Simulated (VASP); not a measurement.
Wanted: the native input for a VASP 6.6.1 run.

* Task: relaxation of shape and atoms at fixed volume
* Functional: PBEsol
* Potentials or basis: VASP PAW PBE potentials, release 64 (Ba_sv, Ti_sv, O)
* Cutoff: 600 eV
* k mesh: 8 × 8 × 8
* Occupations: gaussian, width 0.05 eV
* Spin: no spin polarisation
* Dipole correction: no
* Further INCAR settings: ALGO = Normal; EDIFF = 1e-06; IBRION = 2; EDIFFG = -0.01; NSW = 60; ISIF = 4

The structure of BaTiO3 lies in POSCAR:

```
BaTiO3
1.0
    3.8965155864      0.0000000000      0.0000000000
    0.0000000000      2.7901079097      2.8003766204
    0.0000000000     -2.7901079097      2.8003766204
Ba Ti O
1 1 3
Direct
    0.0000000000      0.0070717264      0.0070717264
    0.5000000000      0.5198413058      0.5198413058
    0.0000000000      0.4914238104      0.4914238104
    0.5000000000      0.4937329499      0.9848102075
    0.5000000000      0.9848102075      0.4937329499
```

The input as run:

INCAR

```
PREC = Accurate
ENCUT = 600
EDIFF = 1E-6
ISMEAR = 0
SIGMA = 0.05
LREAL = False
LASPH = True
NELM = 80
ALGO = Normal
ISIF = 4
LWAVE = False
LCHARG = False
GGA = PS
IBRION = 2
NSW = 60
EDIFFG = -0.01
```

KPOINTS

```
regular mesh
0
Gamma
  8 8 8
```

Potentials or basis: VASP PAW PBE potentials, release 64 (Ba_sv, Ti_sv, O).

Command:

```sh
$ cat potpaw_PBE.64/Ba_sv/POTCAR potpaw_PBE.64/Ti_sv/POTCAR potpaw_PBE.64/O/POTCAR > POTCAR
$ mpirun -np 1 vasp_std > vasp.out
```

It gave:

The energy gained by relaxing is 4.3 meV/atom and the ionic steps are 9. The pressure after relaxing is 7.7 GPa. The largest force after relaxing is 0.008 eV/Å. The band gap on the k mesh is 1.88 eV (least direct gap 2.03 eV).

Caveat: the PAW data sets were made with another functional, which shifts forces and pressure a little; spin-orbit coupling is left out, which moves the levels of the heavy elements.

It took 4.1 min on 1 thread of Intel(R) Xeon(R) 6975P-C (Granite Rapids) (shared host), peak memory 0.33 GiB.
